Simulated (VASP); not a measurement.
# C in VASP: further runs, part 2 of 2

VASP 6.6.1. Earlier steps stand in the parts before.

## 3. Electric field gradients, r2SCAN

Input file POSCAR:

```
C
1.0
    2.4700000000      0.0000000000      0.0000000000
   -1.2350000000      2.1390827473      0.0000000000
    0.0000000000      0.0000000000      6.7900000000
C
4
Direct
    0.0000000000      0.0000000000      0.0024974403
    0.0000000000      0.0000000000      0.5024974403
    0.3333333333      0.6666666667      0.0025025597
    0.6666666667      0.3333333333      0.5025025597
```

Input file INCAR.step1:

```
SYSTEM = C
ALGO = Normal
EDIFF = 1E-4
ENCUT = 520
GGA = PE
ISMEAR = -1
LASPH = .True.
LCHARG = .False.
LREAL = .False.
LWAVE = .True.
NBANDS = 16
NELM = 80
PREC = Accurate
SIGMA = 0.05
```

Input file INCAR.step2:

```
SYSTEM = C
ALGO = Normal
EDIFF = 1E-8
ENCUT = 520
ISIF = 2
ISMEAR = -1
ISTART = 1
LASPH = .True.
LCHARG = .False.
LEFG = .True.
LMIXTAU = .True.
LREAL = .False.
LWAVE = .False.
METAGGA = R2SCAN
NBANDS = 16
NELM = 80
PREC = Accurate
SIGMA = 0.05
```

Input file KPOINTS:

```
k-points
0
Gamma
  15 15 5
  0 0 0
```

Potentials or basis: VASP PAW PBE potentials, release 64 (C).

The run is started by

```console
$ cat potpaw_PBE.64/C/POTCAR > POTCAR
$ cp INCAR.step1 INCAR
$ mpirun -np 1 vasp_std > vasp.out
$ cp INCAR.step2 INCAR
$ mpirun -np 1 vasp_std > vasp.out
```

OUTCAR:

```text
SYSTEM = C
   EDIFF = 1E-8
   ENCUT = 520
   ISIF = 2
   ISMEAR = -1
   ISTART = 1
   LASPH = .True.
   LREAL = .False.
   METAGGA = R2SCAN
   NELM = 80
   PREC = Accurate

 ion  position               nearest neighbor table
   1  0.000  0.000  0.002-   3 1.43   3 1.43   3 1.43
   2  0.000  0.000  0.502-   4 1.43   4 1.43   4 1.43
   3  0.333  0.667  0.003-   1 1.43   1 1.43   1 1.43
   4  0.667  0.333  0.503-   2 1.43   2 1.43   2 1.43

  LATTYP: Found a hexagonal cell.
 ALAT       =     2.4700000000
 C/A-ratio  =     2.7489878543

  Lattice vectors:

 A1 = (   2.4700000000,   0.0000000000,   0.0000000000)
 A2 = (  -1.2350000000,   2.1390827473,   0.0000000000)
 A3 = (   0.0000000000,   0.0000000000,   6.7900000000)

Analysis of symmetry for initial positions (statically):
=====================================================================
 Subroutine PRICEL returns:
 Original cell was already a primitive cell.

 Routine SETGRP: Setting up the symmetry group for a
 hexagonal supercell.

 Subroutine GETGRP returns: Found 12 space group operations
 (whereof  6 operations were pure point group operations)
 out of a pool of 24 trial point group operations.

The static configuration has the point symmetry C_3v.
 The point group associated with its full space group is C_6v.

Analysis of symmetry for dynamics (positions and initial velocities):
=====================================================================
 Subroutine PRICEL returns:
 Original cell was already a primitive cell.

 Routine SETGRP: Setting up the symmetry group for a
 hexagonal supercell.

 Subroutine GETGRP returns: Found 12 space group operations
 (whereof  6 operations were pure point group operations)
 out of a pool of 24 trial point group operations.

The dynamic configuration has the point symmetry C_3v.
 The point group associated with its full space group is C_6v.

 Subroutine INISYM returns: Found 12 space group operations
 (whereof  6 operations are pure point group operations),
 and found     1 'primitive' translations

----------------------------------------------------------------------------------------

                                     Primitive cell

  volume of cell :      35.8752

  direct lattice vectors                    reciprocal lattice vectors
     2.470000000  0.000000000  0.000000000     0.404858300  0.233745048  0.000000000
    -1.235000000  2.139082747  0.000000000     0.000000000  0.467490097  0.000000000
     0.000000000  0.000000000  6.790000000     0.000000000  0.000000000  0.147275405

  length of vectors
     2.470000000  2.470000000  6.790000000     0.467490097  0.467490097  0.147275405

  position of ions in fractional coordinates (direct lattice)
     0.000000000  0.000000000  0.002497440
     0.000000000  0.000000000  0.502497440
     0.333333333  0.666666667  0.002502560
     0.666666667  0.333333333  0.502502560

  ion indices of the primitive-cell ions
   primitive index   ion index
                 1           1
[... 90 lines left out ...]
   ISMEAR =    -1;   SIGMA  =   0.05  broadening in eV -4-tet -1-fermi 0-gaus
   EFERMI_NEDOS =   21; number of points for ismear=-14 and -15
   IALGO  =     38    algorithm
   IMIX   =      4    mixing-type and parameters
     AMIX     =   0.40;   BMIX     =  1.00
     AMIX_MAG =   1.60;   BMIX_MAG =  1.00
  volume/ion in A,a.u.               =       8.97        60.52
  Fermi-wavevector in a.u.,A,eV,Ry     =   1.250787  2.363645 21.285884  1.564468
  Thomas-Fermi vector in A             =   2.384765
   LORBIT       =      0    0 simple, 1 ext, 2 COOP (PROOUT), +10 PAW based schemes
   METAGGA = R2SCAN    functional components
   LHFCALC =     F    Hartree Fock is set to
   AEXX    =    0.0000 exact exchange contribution
   IVDW    =     0    specifies the selected vdW correction
   LEPSILON=     F    determine dielectric tensor
   LRPA    =     F    only Hartree local field effects (RPA)
 non-spin polarized calculation
  energy-cutoff  :      520.00
  volume of cell :       35.88
 maximum number of plane-waves:       986
   NGX =  9   NGY =  9   NGZ = 25

 number of electron      15.9999995 magnetization

 Free energy of the ion-electron system (eV)
  ---------------------------------------------------
  ext. energy  EPLUGINS =         0.00000000
  ---------------------------------------------------
  free energy    TOTEN  =       -39.73956880 eV

  energy without entropy =      -39.73828649  energy(sigma->0) =      -39.73892764

 E-fermi :   4.4738     XC(G=0): -11.0214

 val. band max:        4.4686796699   @ k =   0.3333   0.3333   0.2000
 cond. band min:       4.4860255829   @ k =   0.3333   0.3333   0.4000
 fundamental gap:      0.0173459130
 Fermi energy:         4.4738114808

 k-point     1 :       0.0000    0.0000    0.0000
  band No.  band energies     occupation
      1     -16.3400      2.00000
      2     -16.0671      2.00000
      3      -4.3970      2.00000
      4      -2.4870      2.00000
      5       1.2714      2.00000
      6       1.2714      2.00000
[... 433 lines left out ...]
      3      -8.9523      2.00000
      4      -8.8927      2.00000
      5      -4.8707      2.00000
      6      -4.7770      2.00000
[... 8 lines left out ...]
     15      17.0634      0.00000
     16      17.0802      0.00000

 [... further k-points ...]

------------------------ aborting loop because EDIFF is reached ----------------------------------------

  FORCE on cell =-STRESS in cart. coord.  units (eV):
  Direction    XX          YY          ZZ          XY          YZ          ZX
  --------------------------------------------------------------------------------------
  -------------------------------------------------------------------------------------
  Total       -1.3817604     -1.3817604      0.2172603      0.0000000     -0.0000000     -0.0000000
  in kB      -61.7090705    -61.7090705      9.7027894      0.0000000     -0.0000000     -0.0000000
  external PRESSURE =     -37.9051172 kB  Pullay stress =       0.0000000 kB

 VOLUME and BASIS-vectors are now :
 -----------------------------------------------------------------------------
  energy-cutoff  :      520.00
  volume of cell :       35.88
      direct lattice vectors                 reciprocal lattice vectors
     2.470000000  0.000000000  0.000000000     0.404858300  0.233745048  0.000000000
    -1.235000000  2.139082747  0.000000000     0.000000000  0.467490097  0.000000000
     0.000000000  0.000000000  6.790000000     0.000000000  0.000000000  0.147275405

 POSITION                                       TOTAL-FORCE (eV/Angst)
 -----------------------------------------------------------------------------------
      0.00000      0.00000      0.01696         0.000000      0.000000      0.000003
      0.00000      0.00000      3.41196         0.000000      0.000000      0.000003
     -0.00000      1.42606      0.01699         0.000000     -0.000000     -0.000003
      1.23500      0.71303      3.41199        -0.000000      0.000000     -0.000003
 -----------------------------------------------------------------------------------
    total drift:                                0.000000      0.000000     -0.003560

  FREE ENERGIE OF THE ION-ELECTRON SYSTEM (eV)
  ---------------------------------------------------
  free  energy   TOTEN  =       -39.7395687956 eV

  energy  without entropy=      -39.7382864920  energy(sigma->0) =      -39.73892764

 Electric field gradients (V/A^2)
---------------------------------------------------------------------
 ion       V_xx      V_yy      V_zz      V_xy      V_xz      V_yz
---------------------------------------------------------------------
   1     -16.137   -16.137    32.274    -0.001    -0.000     0.000
   2     -16.137   -16.137    32.274    -0.001     0.000    -0.000
   3     -15.174   -15.175    30.348    -0.001     0.000    -0.000
   4     -15.174   -15.175    30.348    -0.001    -0.000     0.000
---------------------------------------------------------------------

 Electric field gradients after diagonalization (V/A^2)
 (convention: |V_zz| > |V_xx| > |V_yy|)
----------------------------------------------------------------------
 ion       V_xx      V_yy      V_zz     asymmetry (V_yy - V_xx)/ V_zz
----------------------------------------------------------------------
   1     -16.138   -16.136    32.274       0.000
   2     -16.138   -16.136    32.274       0.000
   3     -15.175   -15.174    30.348       0.000
   4     -15.175   -15.174    30.348       0.000
----------------------------------------------------------------------

           NMR quadrupolar parameters

 Cq : quadrupolar parameter    Cq=e*Q*V_zz/h
 eta: asymmetry parameters     (V_yy - V_xx)/ V_zz
 Q  : nuclear electric quadrupole moment in mb (millibarn)
----------------------------------------------------------------------
 ion       Cq(MHz)       eta       Q (mb)
----------------------------------------------------------------------
   1       0.078       0.000       1.000
   2       0.078       0.000       1.000
   3       0.073       0.000       1.000
   4       0.073       0.000       1.000
----------------------------------------------------------------------
```

Run time: 4.5 min. Hardware: 1 thread of AMD EPYC 7R43 (Zen 3), shared host; peak memory 0.12 GiB.

Results:

```
Free energy            : -39.7396 eV
Pressure               : -3.8 GPa
Band gap on the k mesh : zero (band 8 reaches 4.49 eV, above the bottom of band 9 at 4.46 eV)
```

Levels at points of the mesh, in eV from the Fermi level:
```csv
k point,band 6,band 7,band 8,band 9,band 10,band 11
"(0.00, 0.00, 0.00)",-3.20,-3.18,-3.18,4.41,8.62,8.62
```

Electric field gradients, principal values (V/Å²):
| atom | least | middle | greatest (by size) |
| --- | --- | --- | --- |
| 1 C | -16.136 | -16.138 | 32.274 |
| 2 C | -16.136 | -16.138 | 32.274 |
| 3 C | -15.174 | -15.175 | 30.348 |
| 4 C | -15.174 | -15.175 | 30.348 |

Caveat: without QUAD_EFG the Cq values of the log hold for a quadrupole moment of 1 mb, not for the nuclei; the PAW data sets were made with another functional, which shifts forces and pressure a little.

## 4. Electric field gradients, r2SCAN

Input file POSCAR:

```
C
1.0
    2.4700000000      0.0000000000      0.0000000000
   -1.2350000000      2.1390827473      0.0000000000
    0.0000000000      0.0000000000      6.7900000000
C
4
Direct
    0.0000000000      0.0000000000      0.0000000000
    0.0000000000      0.0000000000      0.5000000000
    0.3333333333      0.6666666667      0.0050000000
    0.6666666667      0.3333333333      0.5050000000
```

Input file INCAR.step1:

```
SYSTEM = C
PREC = Accurate
ENCUT = 520
ISMEAR = -1
SIGMA = 0.05
LREAL = .FALSE.
LASPH = .TRUE.
NELM = 80
NBANDS = 16
GGA = PE
ALGO = Normal
EDIFF = 1E-4
LWAVE = .TRUE.
LCHARG = .FALSE.
```

Input file INCAR.step2:

```
SYSTEM = C
PREC = Accurate
ENCUT = 520
EDIFF = 1E-8
ISMEAR = -1
SIGMA = 0.05
LREAL = .FALSE.
LASPH = .TRUE.
NELM = 80
ALGO = Normal
ISIF = 2
LWAVE = .FALSE.
LCHARG = .FALSE.
METAGGA = R2SCAN
LMIXTAU = .TRUE.
LEFG = .TRUE.
NBANDS = 16
ISTART = 1
```

Input file KPOINTS:

```
Automatic mesh
0
G
  15 15 5
  0 0 0
```

Potentials or basis: VASP PAW PBE potentials, release 64 (C).

The run is started by

```console
$ cat potpaw_PBE.64/C/POTCAR > POTCAR
$ cp INCAR.step1 INCAR
$ mpirun -np 1 vasp_std > vasp.out
$ cp INCAR.step2 INCAR
$ mpirun -np 1 vasp_std > vasp.out
```

OUTCAR:

```text
SYSTEM = C
   PREC = Accurate
   ENCUT = 520
   EDIFF = 1E-8
   ISMEAR = -1
   LREAL = .FALSE.
   LASPH = .TRUE.
   NELM = 80
   ISIF = 2
   METAGGA = R2SCAN
   ISTART = 1

 ion  position               nearest neighbor table
   1  0.000  0.000  0.000-   3 1.43   3 1.43   3 1.43
   2  0.000  0.000  0.500-   4 1.43   4 1.43   4 1.43
   3  0.333  0.667  0.005-   1 1.43   1 1.43   1 1.43
   4  0.667  0.333  0.505-   2 1.43   2 1.43   2 1.43

  LATTYP: Found a hexagonal cell.
 ALAT       =     2.4700000000
[... 687 lines left out ...]
---------------------------------------------------------------------
 ion       V_xx      V_yy      V_zz      V_xy      V_xz      V_yz
---------------------------------------------------------------------
   1     -16.174   -16.175    32.349    -0.001    -0.000     0.000
   2     -16.174   -16.175    32.349    -0.001     0.000    -0.000
   3     -15.210   -15.211    30.421    -0.001    -0.000     0.000
   4     -15.210   -15.211    30.421    -0.001     0.000    -0.000
---------------------------------------------------------------------

 Electric field gradients after diagonalization (V/A^2)
 (convention: |V_zz| > |V_xx| > |V_yy|)
----------------------------------------------------------------------
 ion       V_xx      V_yy      V_zz     asymmetry (V_yy - V_xx)/ V_zz
----------------------------------------------------------------------
   1     -16.175   -16.174    32.349       0.000
   2     -16.175   -16.174    32.349       0.000
   3     -15.211   -15.210    30.421       0.000
   4     -15.211   -15.210    30.421       0.000
----------------------------------------------------------------------

           NMR quadrupolar parameters

 Cq : quadrupolar parameter    Cq=e*Q*V_zz/h
 eta: asymmetry parameters     (V_yy - V_xx)/ V_zz
 Q  : nuclear electric quadrupole moment in mb (millibarn)
----------------------------------------------------------------------
 ion       Cq(MHz)       eta       Q (mb)
----------------------------------------------------------------------
   1       0.078       0.000       1.000
   2       0.078       0.000       1.000
   3       0.074       0.000       1.000
   4       0.074       0.000       1.000
----------------------------------------------------------------------
```

OSZICAR.step1:

```text
N       E                     dE             d eps       ncg     rms          rms(c)
DAV:   1     0.307188083075E+02    0.30719E+02   -0.79407E+03  2600   0.934E+02
DAV:   2    -0.364987217607E+02   -0.67218E+02   -0.61011E+02  3768   0.183E+02
DAV:   3    -0.391334252509E+02   -0.26347E+01   -0.26218E+01  3376   0.333E+01
DAV:   4    -0.391551809938E+02   -0.21756E-01   -0.21748E-01  3240   0.365E+00
DAV:   5    -0.391555339210E+02   -0.35293E-03   -0.35288E-03  3344   0.440E-01    0.885E+00
DAV:   6    -0.373850561488E+02    0.17705E+01   -0.11755E+00  3152   0.688E+00    0.517E+00
DAV:   7    -0.368240863371E+02    0.56097E+00   -0.14545E+00  3224   0.776E+00    0.146E+00
DAV:   8    -0.368333655261E+02   -0.92792E-02   -0.72381E-02  3064   0.160E+00    0.340E-01
DAV:   9    -0.368320669882E+02    0.12985E-02   -0.19879E-03  3296   0.313E-01    0.973E-02
DAV:  10    -0.368322651707E+02   -0.19818E-03   -0.58492E-04  2888   0.156E-01    0.697E-02
DAV:  11    -0.368322581635E+02    0.70073E-05   -0.27480E-05  2008   0.370E-02
   1 F= -.36832258E+02 E0= -.36831611E+02  d E =-.129440E-02
```

It took 4.9 min on 1 thread of AMD EPYC 7R43 (Zen 3), shared host; peak memory 0.13 GiB.

What came out:

```
Free energy            : -39.7197 eV
Pressure               : -3.8 GPa
Largest force          : 0.587 eV/Å
Band gap on the k mesh : zero (band 8 reaches 4.48 eV, above the bottom of band 9 at 4.45 eV)
```

Forces on the atoms (eV/Å):
```
C    0.000  0.000  0.587
C    0.000  0.000  0.587
C    0.000  0.000 -0.587
C    0.000  0.000 -0.587
```

Stress tensor (GPa, compression positive):
```
-6.17  0.00  0.00
 0.00 -6.17  0.00
 0.00  0.00  0.79
```

Electric field gradients, principal values (V/Å²):
```
atom    least   middle  greatest (by size)
 1 C  -16.174  -16.175              32.349
 2 C  -16.174  -16.175              32.349
 3 C  -15.210  -15.211              30.421
 4 C  -15.210  -15.211              30.421
```

Caveat: without QUAD_EFG the Cq values of the log hold for a quadrupole moment of 1 mb, not for the nuclei; the PAW data sets were made with another functional, which shifts forces and pressure a little.
